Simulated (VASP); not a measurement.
Write the native input for VASP 6.6.1 that does the following.

| Property | Result |
| --- | --- |
| Task | relaxation of cell and atoms |
| Functional | PBEsol |
| Potentials or basis | VASP PAW PBE potentials, release 64 (Cu) |
| Cutoff | 600 eV |
| k mesh | 12 × 12 × 6 |
| Occupations | fermi-dirac, width 0.15 eV |
| Spin | no spin polarisation |
| Target pressure | 20 GPa |
| Dipole correction | no |
| Further INCAR settings | ALGO = Normal; EDIFF = 1e-06; IBRION = 2; EDIFFG = -0.01; NSW = 80; ISIF = 3 |

The structure of Cu lies in POSCAR:

```
Cu
1.0
    2.5341000000      0.0000000000      0.0000000000
   -1.2670500000      2.1945900000      0.0000000000
    0.0000000000      0.0000000000      4.1125700000
Cu
2
Direct
    0.3333333333      0.6666666667      0.2500000000
    0.6666666667      0.3333333333      0.7500000000
```

This isn't the form of Cu at room conditions, which is fcc.

The input as run:

INCAR

```
  ALGO = Normal
  EDIFF = 1E-6
  EDIFFG = -0.01
  ENCUT = 600
  GGA = PS
  IBRION = 2
  ISIF = 3
  ISMEAR = -1
  LASPH = T
  LCHARG = F
  LREAL = F
  LWAVE = F
  NELM = 100
  NSW = 80
  PREC = Accurate
  PSTRESS = 200.0
  SIGMA = 0.15
```

KPOINTS

```
k-points
0
Gamma
  12 12 6
```

Potentials or basis: VASP PAW PBE potentials, release 64 (Cu).

The run is started by

```sh
$ cat potpaw_PBE.64/Cu/POTCAR > POTCAR
$ mpirun -np 1 vasp_std > vasp.out
```

It gave:

* Relaxed volume: 10.34 Å³/atom
* Relaxed cell: a = 2.443 Å, b = 2.443 Å, c = 4.001 Å, α = 90.00°, β = 90.00°, γ = 120.00°
* Space group after relaxing (to 0.1 Å): P6_3/mmc (No. 194)
* Energy change on relaxing (the run minimises the enthalpy): +59.0 meV/atom
* Ionic steps: 9
* Pressure after relaxing: 19.9 GPa
* Band gap on the k mesh: zero (bands 11 and 12 overlap by 6.54 eV)

Caveat: the cell is relaxed towards a set pressure, so the run minimises the enthalpy, not the energy; the PAW data sets were made with another functional, which shifts forces and pressure a little.

Wall time 78 s on 1 thread of Intel(R) Xeon(R) Platinum 8488C (Sapphire Rapids) (shared host), peak memory 0.16 GiB.
